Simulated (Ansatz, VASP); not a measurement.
# Two plane-wave programs on W3S2

File INCAR:

```
SYSTEM = W3S2
PREC = Accurate
ENCUT = 500
EDIFF = 1E-6
ISMEAR = 0
SIGMA = 0.1
LREAL = .FALSE.
LASPH = .TRUE.
NELM = 200
ALGO = Normal
ISIF = 2
LWAVE = .FALSE.
LCHARG = .TRUE.
ISPIN = 2
MAGMOM = 0 0 0 0 0
LORBIT = 11
LMAXMIX = 4
GGA = PE
LELF = .TRUE.
LVHAR = .TRUE.
NBANDS = 39
GGA_COMPAT = .FALSE.
```

Contents of KPOINTS:

```
regular mesh
0
G
  6 6 6
  0 0 0
```

Contents of POSCAR:

```
W3S2
1.0
    1.7855540658      1.0308901205      8.2769488274
   -1.7855540658      1.0308901205      8.2769488274
    0.0000000000     -2.0617802411      8.2769488274
W S
3 2
Direct
    0.0000000000      0.0000000000      0.0000000000
    0.2095000000      0.2095000000      0.2095000000
    0.7905000000      0.7905000000      0.7905000000
    0.4000000000      0.4000000000      0.4000000000
    0.6000000000      0.6000000000      0.6000000000
```

Input for Ansatz:

```yaml
crystal:
  lattice:
    - [1.7855540658, 1.0308901205, 8.2769488274]
    - [-1.7855540658, 1.0308901205, 8.2769488274]
    - [0.0, -2.0617802411, 8.2769488274]
  atoms:
    - { symbol: W, position: [0.0, 0.0, 0.0] }
    - { symbol: W, position: [0.2095, 0.2095, 0.2095] }
    - { symbol: W, position: [0.7905, 0.7905, 0.7905] }
    - { symbol: S, position: [0.4, 0.4, 0.4] }
    - { symbol: S, position: [0.6, 0.6, 0.6] }
basis:
  ecutwfc: 420
kpoints:
  mp_grid: { grid: [6, 6, 6] }
hamiltonian:
  xc: pbe
scf:
  occupations: { method: gaussian, width: 0.1 }
  lower_state_search: "off"
output:
  forces: true
  stress: true
  eigenvalues: true
  populations: true
magnetization:
  spin_polarized: true
```

Alike in both runs: task single point; functional PBE; k mesh 6 × 6 × 6; occupations gaussian, width 0.1 eV; collinear spin.

|  | VASP | Ansatz |
| --- | --- | --- |
| version | VASP 6.6.1 | Ansatz 0.2.0 |
| potentials or method | VASP PAW PBE potentials, release 64 (W_sv, S), cutoff 500 eV | scalar-relativistic, plane waves, PAW |
| valence electrons in the cell | 54 | 54 |

```tsv
	VASP	Ansatz	Ansatz less VASP
gap on the k mesh at the Fermi level (eV)	none	none	-
pressure (GPa)	-22.8	-22.9	-0.13
traceless stress, the component that is largest in VASP (GPa)	1.82	1.83	+0.005
rms of the force components (eV/Å)	0.841	0.827	-0.0139
```

Atom by atom the forces differ by 0.014 eV/Å (rms over components). A gap of «none» marks a metal or a gap that the smearing closes. Ansatz's warnings: no starting moments, stability check not made.

Neither program's run includes spin-orbit coupling.
